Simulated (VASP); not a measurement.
A run of VASP 6.6.1:

The input INCAR:

```
SYSTEM = Ni
PREC = Accurate
ENCUT = 520
EDIFF = 1E-7
ISMEAR = -1
SIGMA = 0.1
LREAL = .False.
LASPH = .True.
NELM = 150
ALGO = Normal
ISIF = 2
LWAVE = .False.
LCHARG = .True.
ISPIN = 2
MAGMOM = 0.48
LORBIT = 11
NUPDOWN = 0.48
LMAXMIX = 4
GGA = PE
LELF = .True.
LVHAR = .True.
NBANDS = 15
```

KPOINTS

```
regular mesh
0
Gamma
  12 12 12
  0 0 0
```

Contents of POSCAR:

```
Ni
1.0
    0.0000000000      1.7673500000      1.7673500000
    1.7673500000      0.0000000000      1.7673500000
    1.7673500000      1.7673500000      0.0000000000
Ni
1
Direct
    0.0000000000      0.0000000000      0.0000000000
```

Potentials or basis: VASP PAW PBE potentials, release 64 (Ni).

Command:

```console
$ cat potpaw_PBE.64/Ni/POTCAR > POTCAR
$ mpirun -np 1 vasp_std > vasp.out
```

Hardware: 1 thread of AMD EPYC 7R13 Processor (Zen 3) (shared host).

Question: How long does it take, and how much memory?

Answer: Run time: 24 s on 1 thread of AMD EPYC 7R13 Processor (Zen 3) (shared host), peak memory 0.11 GiB. Counts: scf iterations 14, k points 72.
